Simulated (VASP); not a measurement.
# Ga3As3CO in VASP: a series of runs, part 2 of 2

VASP 6.6.1. The steps go on from the part before.

## 3. Single point, PBE+D3(BJ)

Input file INCAR:

```
  PREC = Accurate
  ENCUT = 520
  EDIFF = 1E-6
  ISMEAR = 0
  SIGMA = 0.05
  LREAL = F
  LASPH = T
  NELM = 120
  ALGO = Normal
  ISIF = 2
  LWAVE = F
  LCHARG = T
  LDIPOL = T
  IDIPOL = 3
  DIPOL = 0.5 0.5 0.320
  GGA = PE
  IVDW = 12
  LELF = T
  LVHAR = T
  LVACPOTAV = T
  NBANDS = 57
  GGA_COMPAT = F
  NELMDL = -8
```

Input file KPOINTS:

```
Automatic mesh
0
Gamma
  7 5 1
```

Input file POSCAR:

```
Ga3As3CO
1.0
    4.0137031111      0.0000000000      0.0000000000
    0.0000000000      5.6762333751      0.0000000000
    0.0000000000      0.0000000000     23.3352699083
Ga As O C
3 3 1 1
Direct
    0.5000000000      0.5000000000      0.1714143447
    0.0000000000      0.0653835255      0.2680035048
    0.5000000000      0.4894639609      0.3228546357
    0.0000000000      0.2500000000      0.1714143447
    0.5000000000      0.8102208698      0.2504948966
    0.0000000000      0.2887573198      0.3593388866
    0.0000000000      0.4554239865      0.4836142866
    0.0000000000      0.4554239865      0.5328959107
```

Potentials or basis: VASP PAW PBE potentials, release 64 (Ga_d, As_d, O, C).

Command:

```sh
$ cat potpaw_PBE.64/Ga_d/POTCAR potpaw_PBE.64/As_d/POTCAR potpaw_PBE.64/O/POTCAR potpaw_PBE.64/C/POTCAR > POTCAR
$ mpirun -np 1 vasp_std > vasp.out
```

OUTCAR:

```text
PREC = Accurate
   ENCUT = 520
   EDIFF = 1E-6
   ISMEAR = 0
   LREAL = F
   LASPH = T
   NELM = 120
   ISIF = 2
   GGA = PE
   IVDW = 12
   NELMDL = -8
 IVDW          = 12

 ion  position               nearest neighbor table
   1  0.500  0.500  0.171-   4 2.46   4 2.46   5 2.55
   2  0.000  0.065  0.268-   6 2.48   4 2.49   5 2.51   5 2.51
   3  0.500  0.489  0.323-   6 2.46   6 2.46   5 2.48
   4  0.000  0.250  0.171-   1 2.46   1 2.46   2 2.49
   5  0.500  0.810  0.250-   3 2.48   2 2.51   2 2.51   1 2.55
   6  0.000  0.289  0.359-   3 2.46   3 2.46   2 2.48
   7  0.000  0.455  0.484-   8 1.15
   8  0.000  0.455  0.533-   7 1.15

  LATTYP: Found a simple orthorhombic cell.
 ALAT       =     4.0137031111
 B/A-ratio  =     1.4142135624
 C/A-ratio  =     5.8139003465

  Lattice vectors:

 A1 = (   4.0137031111,   0.0000000000,   0.0000000000)
 A2 = (   0.0000000000,   5.6762333751,   0.0000000000)
 A3 = (   0.0000000000,   0.0000000000,  23.3352699083)

Analysis of symmetry for initial positions (statically):
=====================================================================
 Subroutine PRICEL returns:
 Original cell was already a primitive cell.

 Routine SETGRP: Setting up the symmetry group for a
 simple orthorhombic supercell.

 Subroutine GETGRP returns: Found  2 space group operations
 (whereof  2 operations were pure point group operations)
 out of a pool of  8 trial point group operations.

The static configuration has the point symmetry C_1h.

Analysis of symmetry for dynamics (positions and initial velocities):
=====================================================================
 Subroutine PRICEL returns:
 Original cell was already a primitive cell.

 Routine SETGRP: Setting up the symmetry group for a
 simple orthorhombic supercell.

 Subroutine GETGRP returns: Found  2 space group operations
 (whereof  2 operations were pure point group operations)
 out of a pool of  8 trial point group operations.

The dynamic configuration has the point symmetry C_1h.

 Subroutine INISYM returns: Found  2 space group operations
 (whereof  2 operations are pure point group operations),
 and found     1 'primitive' translations

----------------------------------------------------------------------------------------

                                     Primitive cell

  volume of cell :     531.6408

  direct lattice vectors                    reciprocal lattice vectors
     4.013703111  0.000000000  0.000000000     0.249146480  0.000000000  0.000000000
     0.000000000  5.676233375  0.000000000     0.000000000  0.176173165  0.000000000
     0.000000000  0.000000000 23.335269908     0.000000000  0.000000000  0.042853586

  length of vectors
     4.013703111  5.676233375 23.335269908     0.249146480  0.176173165  0.042853586

  position of ions in fractional coordinates (direct lattice)
     0.500000000  0.500000000  0.171414345
     0.000000000  0.065383526  0.268003505
     0.500000000  0.489463961  0.322854636
     0.000000000  0.250000000  0.171414345
     0.500000000  0.810220870  0.250494897
[... 45 lines left out ...]
  0.285714  0.000000  0.000000      2.000000
  0.428571  0.000000  0.000000      2.000000
  0.000000  0.200000  0.000000      2.000000
  0.142857  0.200000  0.000000      4.000000
  0.285714  0.200000  0.000000      4.000000
  0.428571  0.200000  0.000000      4.000000
  0.000000  0.400000  0.000000      2.000000
  0.142857  0.400000  0.000000      4.000000
  0.285714  0.400000  0.000000      4.000000
  0.428571  0.400000  0.000000      4.000000
   k-points           NKPTS =     12   k-points in BZ     NKDIM =     12   number of bands    NBANDS=     57
   number of dos      NEDOS =    301   number of ions     NIONS =      8
   total plane-waves  NPLWV = 226800
   dimension x,y,z NGX =    30 NGY =   42 NGZ =  180
   dimension x,y,z NGXF=    60 NGYF=   84 NGZF=  360
   ions per type =               3   3   1   1
   NGX,Y,Z   is equivalent  to a cutoff of  12.43, 12.30, 12.82 a.u.
   NGXF,Y,Z  is equivalent  to a cutoff of  24.85, 24.60, 25.65 a.u.
 SYSTEM =  unknown system
   PREC   = accura    normal or accurate (medium, high low for compatibility)
   ISTART =      0    job   : 0-new  1-cont  2-samecut
   ICHARG =      2    charge: 1-file 2-atom 10-const
   ISPIN  =      1    spin polarized calculation?
   LNONCOLLINEAR =      F non collinear calculations
   LSORBIT =      F    spin-orbit coupling
   LASPH  =      T    aspherical Exc in radial PAW
   ENCUT  =  520.0 eV  38.22 Ry    6.18 a.u.   7.46 10.55 43.39*2*pi/ulx,y,z
   NELM   =    120;   NELMIN=  2; NELMDL= -8     # of ELM steps
   EDIFF  = 0.1E-05   stopping-criterion for ELM
   LREAL  =      F    real-space projection
[... 7 lines left out ...]
   TEBEG  =    0.0;   TEEND  =   0.0 temperature during run
   PSTRESS=    0.0 pullay stress
   NELECT =      94.0000    total number of electrons
   NUPDOWN=      -1.0000    fix difference up-down
   EMIN   =  10.00;   EMAX   =-10.00  energy-range for DOS
   EFERMI =   0.00;   METHOD = LEGACY
   ISMEAR =     0;   SIGMA  =   0.05  broadening in eV -4-tet -1-fermi 0-gaus
   EFERMI_NEDOS =   21; number of points for ismear=-14 and -15
   IALGO  =     38    algorithm
   IMIX   =      4    mixing-type and parameters
     AMIX     =   0.40;   BMIX     =  1.00
     AMIX_MAG =   1.60;   BMIX_MAG =  1.00
  volume/ion in A,a.u.               =      66.46       448.46
  Fermi-wavevector in a.u.,A,eV,Ry     =   0.918850  1.736375 11.487202  0.844286
  Thomas-Fermi vector in A             =   2.043978
   LORBIT       =      0    0 simple, 1 ext, 2 COOP (PROOUT), +10 PAW based schemes
   GGA     = PE    functional components
   LHFCALC =     F    Hartree Fock is set to
   AEXX    =    0.0000 exact exchange contribution
   IVDW    =    12    specifies the selected vdW correction
   LEPSILON=     F    determine dielectric tensor
   LRPA    =     F    only Hartree local field effects (RPA)
 non-spin polarized calculation
 Gauss-broadening in eV      SIGMA  =   0.05
  energy-cutoff  :      520.00
  volume of cell :      531.64
 maximum number of plane-waves:     14367
 NGX is ok and might be reduce to    30
   NGX = 15   NGY = 21   NGZ = 87

 dipolmoment           0.000000      0.000000     -0.007477 electrons x Angstroem

 number of electron      93.9999977 magnetization

 dipolmoment           0.000000      0.000000      0.029462 electrons x Angstroem

 Free energy of the ion-electron system (eV)
  ---------------------------------------------------
  ext. energy  EPLUGINS =         0.00000000
  ---------------------------------------------------
  free energy    TOTEN  =       -37.49405631 eV

  energy without entropy =      -37.49405631  energy(sigma->0) =      -37.49405631

 E-fermi :  -2.2142     XC(G=0):  -3.8588

 val. band max:       -2.4123617183   @ k =   0.0000   0.0000   0.0000
 cond. band min:      -2.0119107432   @ k =   0.4286   0.0000   0.0000
 fundamental gap:      0.4004509751
 Fermi energy:        -2.2142424298

 k-point     1 :       0.0000    0.0000    0.0000
  band No.  band energies     occupation
      1     -37.6409      2.00000
      2     -37.6293      2.00000
      3     -37.6243      2.00000
      4     -37.6098      2.00000
      5     -37.6085      2.00000
      6     -37.2281      2.00000
[... 709 lines left out ...]
     56       2.5940      0.00000
     57       2.9669      0.00000

------------------------ aborting loop because EDIFF is reached ----------------------------------------

 Edisp (eV)   -1.27775

 E8    (eV) :    -0.5788

  FORCE on cell =-STRESS in cart. coord.  units (eV):
  Direction    XX          YY          ZZ          XY          YZ          ZX
  --------------------------------------------------------------------------------------
  -------------------------------------------------------------------------------------
  Total      -2.23279    -2.65723     0.12603     0.00000     0.32163     0.00000
  in kB      -6.72884    -8.00795     0.37982     0.00000     0.96928     0.00000
  external pressure =       -4.79 kB  Pullay stress =        0.00 kB

 VOLUME and BASIS-vectors are now :
 -----------------------------------------------------------------------------
  energy-cutoff  :      520.00
  volume of cell :      531.64
      direct lattice vectors                 reciprocal lattice vectors
     4.013703111  0.000000000  0.000000000     0.249146480  0.000000000  0.000000000
     0.000000000  5.676233375  0.000000000     0.000000000  0.176173165  0.000000000
     0.000000000  0.000000000 23.335269908     0.000000000  0.000000000  0.042853586

 POSITION                                       TOTAL-FORCE (eV/Angst)
 -----------------------------------------------------------------------------------
      2.00685      2.83812      4.00000         0.000000     -0.334570      1.037837
      0.00000      0.37113      6.25393         0.000000      0.024063      0.011769
      2.00685      2.77831      7.53390         0.000000     -0.006074     -0.016423
      0.00000      1.41906      4.00000         0.000000      0.324344     -1.074389
      2.00685      4.59900      5.84537         0.000000     -0.004312     -0.008599
      0.00000      1.63905      8.38527         0.000000     -0.122447     -0.214564
      0.00000      2.58509     11.28527         0.000000      0.146494      0.924581
      0.00000      2.58509     12.43527         0.000000     -0.027497     -0.660212
 -----------------------------------------------------------------------------------
    total drift:                                0.000000      0.003336     -0.003250

  FREE ENERGIE OF THE ION-ELECTRON SYSTEM (eV)
  ---------------------------------------------------
  free  energy   TOTEN  =       -38.7718104824 eV

  energy  without entropy=      -38.7718104822  energy(sigma->0) =      -38.77181048

 vacuum level on the upper side and lower side of the slab         2.475         2.241
```

Wall time 9 min (1 thread of Intel Xeon Platinum 8488C (Sapphire Rapids), shared host); peak memory 0.71 GiB.

Results:

```yaml
Free_energy: -38.7718 eV
Largest_force: 1.122 eV/Å
Band_gap_on_the_k_mesh: 0.40 eV (least direct gap 0.75 eV)
Dispersion_energy_per_atom: -0.160 eV
```

Forces on the atoms (eV/Å):
```
Ga   0.000 -0.335  1.038
Ga   0.000  0.024  0.012
Ga   0.000 -0.006 -0.016
As   0.000  0.324 -1.074
As   0.000 -0.004 -0.009
As   0.000 -0.122 -0.215
O    0.000  0.146  0.925
C    0.000 -0.027 -0.660
```
